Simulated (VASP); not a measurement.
# Co (P6_3/mmc) in VASP: relaxation of volume and atoms at fixed shape with PBE

Aim: the relaxation of volume and atoms at fixed shape of Co with PBE.

Program: VASP 6.6.1. These are calculated values, not measurements. Logs are shortened: lines on timing, memory, paths and dates and some standing lists are left out, and cuts for length are marked.

### Step 1. The cell of the first run

It takes space group P6_3/mmc (No. 194, hexagonal). The conventional cell has a = 2.507 Å, b = 2.507 Å, c = 4.070 Å, α = 90.00°, β = 90.00°, γ = 120.00°. Within 3.3 Å of Co (site symmetry -6m2) lie 12 Co at 2.50 to 2.51 Å.

### Step 2. Relaxation of volume and atoms at fixed shape, PBE, collinear spin, ferromagnetic start

INCAR

```
PREC = Accurate
ENCUT = 600
EDIFF = 1E-6
ISMEAR = 0
SIGMA = 0.05
LREAL = False
LASPH = True
NELM = 150
ALGO = Normal
ISIF = 8
LWAVE = False
LCHARG = False
ISPIN = 2
MAGMOM = 2.5 2.5
LORBIT = 11
LMAXMIX = 4
GGA = PE
IBRION = 2
NSW = 60
EDIFFG = -0.03
```

KPOINTS

```
Automatic mesh
0
Gamma
  11 11 6
```

POSCAR

```
Co
1.0
    2.5074000000      0.0000000000      0.0000000000
   -1.2537000000      2.1714720974      0.0000000000
    0.0000000000      0.0000000000      4.0699000000
Co
2
Direct
    0.3333330000      0.6666670000      0.2500000000
    0.6666670000      0.3333330000      0.7500000000
```

Potentials or basis: VASP PAW PBE potentials, release 64 (Co).

Command:

```bash
> cat potpaw_PBE.64/Co/POTCAR > POTCAR
> mpirun -np 1 vasp_std > vasp.out
```

OUTCAR:

```text
PREC = Accurate
   ENCUT = 600
   EDIFF = 1E-6
   ISMEAR = 0
   LREAL = False
   LASPH = True
   NELM = 150
   ISIF = 8
   ISPIN = 2
   LORBIT = 11
   GGA = PE
   IBRION = 2
   NSW = 60
   EDIFFG = -0.03

 ion  position               nearest neighbor table
   1  0.333  0.667  0.250-   2 2.50   2 2.50   2 2.50   2 2.50   2 2.50   2 2.50
   2  0.667  0.333  0.750-   1 2.50   1 2.50   1 2.50   1 2.50   1 2.50   1 2.50

  LATTYP: Found a hexagonal cell.
 ALAT       =     2.5074000000
 C/A-ratio  =     1.6231554598

  Lattice vectors:

 A1 = (   2.5074000000,   0.0000000000,   0.0000000000)
 A2 = (  -1.2537000000,   2.1714720974,   0.0000000000)
 A3 = (   0.0000000000,   0.0000000000,   4.0699000000)

Analysis of symmetry for initial positions (statically):
=====================================================================
 Subroutine PRICEL returns:
 Original cell was already a primitive cell.

 Routine SETGRP: Setting up the symmetry group for a
 hexagonal supercell.

 Subroutine GETGRP returns: Found 24 space group operations
 (whereof 12 operations were pure point group operations)
 out of a pool of 24 trial point group operations.

The static configuration has the point symmetry D_3d.
 The point group associated with its full space group is D_6h.

Analysis of symmetry for dynamics (positions and initial velocities):
=====================================================================
 Subroutine PRICEL returns:
 Original cell was already a primitive cell.

 Routine SETGRP: Setting up the symmetry group for a
 hexagonal supercell.

 Subroutine GETGRP returns: Found 24 space group operations
 (whereof 12 operations were pure point group operations)
 out of a pool of 24 trial point group operations.

The dynamic configuration has the point symmetry D_3d.
 The point group associated with its full space group is D_6h.

Analysis of structural, dynamic, and magnetic symmetry:
=====================================================================
 Subroutine PRICEL returns:
 Original cell was already a primitive cell.

 Routine SETGRP: Setting up the symmetry group for a
 hexagonal supercell.

 Subroutine GETGRP returns: Found 24 space group operations
 (whereof 12 operations were pure point group operations)
 out of a pool of 24 trial point group operations.

The overall configuration has the point symmetry D_3d.
 The point group associated with its full space group is D_6h.

 Subroutine INISYM returns: Found 24 space group operations
 (whereof 12 operations are pure point group operations),
 and found     1 'primitive' translations

----------------------------------------------------------------------------------------

                                     Primitive cell

  volume of cell :      22.1596

  direct lattice vectors                    reciprocal lattice vectors
     2.507400000  0.000000000  0.000000000     0.398819494  0.230258542  0.000000000
    -1.253700000  2.171472097  0.000000000     0.000000000  0.460517085  0.000000000
     0.000000000  0.000000000  4.069900000     0.000000000  0.000000000  0.245706283

  length of vectors
     2.507400000  2.507400000  4.069900000     0.460517085  0.460517085  0.245706283

  position of ions in fractional coordinates (direct lattice)
     0.333333000  0.666667000  0.250000000
     0.666667000  0.333333000  0.750000000

  ion indices of the primitive-cell ions
   primitive index   ion index
                 1           1
                 2           2

----------------------------------------------------------------------------------------

 KPOINTS: Automatic mesh

Automatic generation of k-mesh.
 Grid dimensions read from file:
 generate k-points for:   11   11    6

 Generating k-lattice:

  Cartesian coordinates                     Fractional coordinates (reciprocal lattice)
     0.036256318  0.020932595  0.000000000     0.090909091  0.000000000  0.000000000
     0.000000000  0.041865190  0.000000000     0.000000000  0.090909091  0.000000000
     0.000000000  0.000000000  0.040951047     0.000000000  0.000000000  0.166666667

  Length of vectors
     0.041865190  0.041865190  0.040951047

  Shift w.r.t. Gamma in fractional coordinates (k-lattice)
     0.000000000  0.000000000  0.000000000

 Subroutine IBZKPT returns following result:
 ===========================================

 Found     64 irreducible k-points:

 Following reciprocal coordinates:
            Coordinates               Weight
  0.000000  0.000000  0.000000      1.000000
  0.090909  0.000000  0.000000      6.000000
  0.181818 -0.000000  0.000000      6.000000
  0.272727  0.000000  0.000000      6.000000
  0.363636  0.000000  0.000000      6.000000
  0.454545  0.000000  0.000000      6.000000
[... 16 lines left out ...]
  0.090909  0.090909  0.166667     12.000000
  0.181818  0.090909  0.166667     24.000000
 [... further k-points ...]
   k-points           NKPTS =     64   k-points in BZ     NKDIM =     64   number of bands    NBANDS=     16
   number of dos      NEDOS =    301   number of ions     NIONS =      2
   total plane-waves  NPLWV =  14400
   dimension x,y,z NGX =    20 NGY =   20 NGZ =   36
   dimension x,y,z NGXF=    40 NGYF=   40 NGZF=   72
   ions per type =               2
   NGX,Y,Z   is equivalent  to a cutoff of  13.26, 13.26, 14.71 a.u.
   NGXF,Y,Z  is equivalent  to a cutoff of  26.52, 26.52, 29.41 a.u.
 SYSTEM =  unknown system
   PREC   = accura    normal or accurate (medium, high low for compatibility)
   ISTART =      0    job   : 0-new  1-cont  2-samecut
   ICHARG =      2    charge: 1-file 2-atom 10-const
   ISPIN  =      2    spin polarized calculation?
   LNONCOLLINEAR =      F non collinear calculations
   LSORBIT =      F    spin-orbit coupling
   LASPH  =      T    aspherical Exc in radial PAW
   ENCUT  =  600.0 eV  44.10 Ry    6.64 a.u.   5.01  5.01  8.13*2*pi/ulx,y,z
   NELM   =    150;   NELMIN=  2; NELMDL= -5     # of ELM steps
   EDIFF  = 0.1E-05   stopping-criterion for ELM
   LREAL  =      F    real-space projection
   EDIFFG = -.3E-01   stopping-criterion for IOM
   NSW    =     60    number of steps for IOM
   IBRION =      2    ionic relax: 0-MD 1-quasi-New 2-CG
   NFREE  =      1    steps in history (QN), initial steepest desc. (CG)
   ISIF   =      8    stress and relaxation
   ISYM   =      2    0-nonsym 1-usesym 2-fastsym
   POTIM  = 0.5000    time-step for ionic-motion
   TEBEG  =    0.0;   TEEND  =   0.0 temperature during run
   PSTRESS=    0.0 pullay stress
   NELECT =      18.0000    total number of electrons
   NUPDOWN=      -1.0000    fix difference up-down
   EMIN   =  10.00;   EMAX   =-10.00  energy-range for DOS
   EFERMI =   0.00;   METHOD = LEGACY
   ISMEAR =     0;   SIGMA  =   0.05  broadening in eV -4-tet -1-fermi 0-gaus
   EFERMI_NEDOS =   21; number of points for ismear=-14 and -15
   IALGO  =     38    algorithm
   IMIX   =      4    mixing-type and parameters
     AMIX     =   0.40;   BMIX     =  1.00
     AMIX_MAG =   1.60;   BMIX_MAG =  1.00
  volume/ion in A,a.u.               =      11.08        74.77
  Fermi-wavevector in a.u.,A,eV,Ry     =   1.527490  2.886538 31.745475  2.333227
  Thomas-Fermi vector in A             =   2.635379
   LORBIT       =     11    0 simple, 1 ext, 2 COOP (PROOUT), +10 PAW based schemes
   GGA     = PE    functional components
   LHFCALC =     F    Hartree Fock is set to
   AEXX    =    0.0000 exact exchange contribution
   IVDW    =     0    specifies the selected vdW correction
   LEPSILON=     F    determine dielectric tensor
   LRPA    =     F    only Hartree local field effects (RPA)
 conjugate gradient relaxation of ions
 spin polarized calculation
 Gauss-broadening in eV      SIGMA  =   0.05
  energy-cutoff  :      600.00
  volume of cell :       22.16
 maximum number of plane-waves:       760
 NGX is ok and might be reduce to    20
   NGX =  9   NGY =  9   NGZ = 17

--------------------------------------- Ionic step        1  -------------------------------------------

 number of electron      17.9999999 magnetization       3.1234596

 Free energy of the ion-electron system (eV)
  ---------------------------------------------------
  ext. energy  EPLUGINS =         0.00000000
  ---------------------------------------------------
  free energy    TOTEN  =       -14.06691001 eV

  energy without entropy =      -14.06454257  energy(sigma->0) =      -14.06572629

 E-fermi :   9.9574     XC(G=0): -13.2794

 val. band max:        9.9541317556   @ k =   0.1818  -0.0000   0.1667
 cond. band min:       9.9745214283   @ k =   0.0000   0.0000   0.1667
 fundamental gap:      0.0203896727
 Fermi energy:         9.9573896982

 spin component 1

 k-point     1 :       0.0000    0.0000    0.0000
  band No.  band energies     occupation
      1       1.1899      1.00000
      2       4.9486      1.00000
      3       7.3900      1.00000
      4       7.4335      1.00000
      5       7.4335      1.00000
      6       7.7305      1.00000
[... 8 lines left out ...]
     15      34.2121      0.00000
     16      34.2121      0.00000
[... 955 lines left out ...]
 POSITION                                       TOTAL-FORCE (eV/Angst)
 -----------------------------------------------------------------------------------
     -0.00000      1.41985      0.99794         0.000000     -0.000000      0.000000
      1.22963      0.70993      2.99382        -0.000000      0.000000      0.000000
 -----------------------------------------------------------------------------------
    total drift:                                0.000003     -0.000002     -0.000029

  FREE ENERGIE OF THE ION-ELECTRON SYSTEM (eV)
  ---------------------------------------------------
  free  energy   TOTEN  =       -14.0641792223 eV

  energy  without entropy=      -14.0621501367  energy(sigma->0) =      -14.06316468

--------------------------------------- Ionic step        3  -------------------------------------------

 number of electron      17.9999996 magnetization       3.1061651

 Free energy of the ion-electron system (eV)
  ---------------------------------------------------
  ext. energy  EPLUGINS =         0.00000000
  ---------------------------------------------------
  free energy    TOTEN  =       -14.07812714 eV

  energy without entropy =      -14.07572883  energy(sigma->0) =      -14.07692799

 E-fermi :  10.3388     XC(G=0): -13.4426

 val. band max:       10.3307907016   @ k =   0.1818  -0.0000   0.1667
 cond. band min:      10.3421714834   @ k =   0.0909   0.0909   0.3333
 fundamental gap:      0.0113807818
 Fermi energy:        10.3388322799

 spin component 1

 k-point     1 :       0.0000    0.0000    0.0000
  band No.  band energies     occupation
      1       1.4152      1.00000
      2       5.2075      1.00000
      3       7.7384      1.00000
      4       7.7832      1.00000
      5       7.7832      1.00000
      6       8.0946      1.00000
[... 8 lines left out ...]
     15      35.1122      0.00000
     16      35.1122      0.00000
[... 919 lines left out ...]
 POSITION                                       TOTAL-FORCE (eV/Angst)
 -----------------------------------------------------------------------------------
     -0.00000      1.43430      1.00809         0.000000      0.000000      0.000000
      1.24214      0.71715      3.02428        -0.000000     -0.000000      0.000000
 -----------------------------------------------------------------------------------
    total drift:                                0.000000     -0.000000     -0.000029

  FREE ENERGIE OF THE ION-ELECTRON SYSTEM (eV)
  ---------------------------------------------------
  free  energy   TOTEN  =       -14.0781271434 eV

  energy  without entropy=      -14.0757288282  energy(sigma->0) =      -14.07692799

 reached required accuracy - stopping structural energy minimisation

 total charge

# of ion       s       p       d       tot
------------------------------------------
    1        0.489   0.524   7.273   8.287
    2        0.489   0.524   7.273   8.287
--------------------------------------------------
tot          0.979   1.049  14.547  16.574

 magnetization (x)

# of ion       s       p       d       tot
------------------------------------------
    1       -0.017  -0.058   1.650   1.574
    2       -0.017  -0.058   1.650   1.574
--------------------------------------------------
tot         -0.034  -0.117   3.299   3.149
```

Run time: 67 s. Hardware: 1 thread of Intel Xeon Platinum 8488C (Sapphire Rapids), shared host; peak memory 0.18 GiB.

Results:

- Free energy: -14.0781 eV
- Relaxed volume: 10.78 Å³/atom
- Relaxed cell: a = 2.484 Å, b = 2.484 Å, c = 4.032 Å, α = 90.00°, β = 90.00°, γ = 120.00°
- Space group after relaxing (to 0.1 Å): P6_3/mmc (No. 194)
- Energy gained by relaxing: 5.6 meV/atom
- Ionic steps: 3
- Pressure after relaxing: 0.0 GPa
- Net moment: 3.11 μB per cell
- Site moments: Co +1.57 μB
- Valence electrons inside the program's atomic spheres: Co 8.29

Step by step:
```csv
step,energy change (eV),largest force (eV/Å),pressure (GPa),volume (Å³)
1,0.0000,0.0000,-5.76,22.16
2,0.0027,0.0000,7.23,20.91
3,-0.0112,0.0000,-0.02,21.55
```

Final structure:
```cif
data_structure
_symmetry_space_group_name_H-M 'P 1'
_symmetry_Int_Tables_number 1
_cell_length_a 2.4843
_cell_length_b 2.4843
_cell_length_c 4.0324
_cell_angle_alpha 90.000
_cell_angle_beta 90.000
_cell_angle_gamma 120.000
_cell_volume 21.55
loop_
_atom_site_label
_atom_site_type_symbol
_atom_site_fract_x
_atom_site_fract_y
_atom_site_fract_z
_atom_site_occupancy
Co1 Co 0.33333 0.66667 0.25000 1
Co2 Co 0.66667 0.33333 0.75000 1
```

Levels at points of the mesh, in eV from the Fermi level:
Spin up:
```csv
k point,band 9,band 10,band 11,band 12,band 13,band 14
"(0.00, 0.00, 0.00)",-1.87,-0.78,-0.78,-0.09,6.39,22.11
"(0.00, 0.00, 0.50)",-1.09,-1.09,-1.09,-1.09,15.03,15.03
```
Spin down:
| k point | band 3 | band 4 | band 5 | band 6 | band 7 | band 8 | band 9 | band 10 | band 11 | band 12 |
| --- | --- | --- | --- | --- | --- | --- | --- | --- | --- | --- |
| (0.00, 0.00, 0.00) | -1.01 | -0.97 | -0.97 | -0.60 | -0.60 | -0.18 | -0.16 | -0.16 | 1.05 | 1.05 |
| (0.00, 0.00, 0.50) | -1.56 | -1.56 | -1.03 | -1.03 | -1.03 | -1.03 | 0.71 | 0.71 | 0.71 | 0.71 |
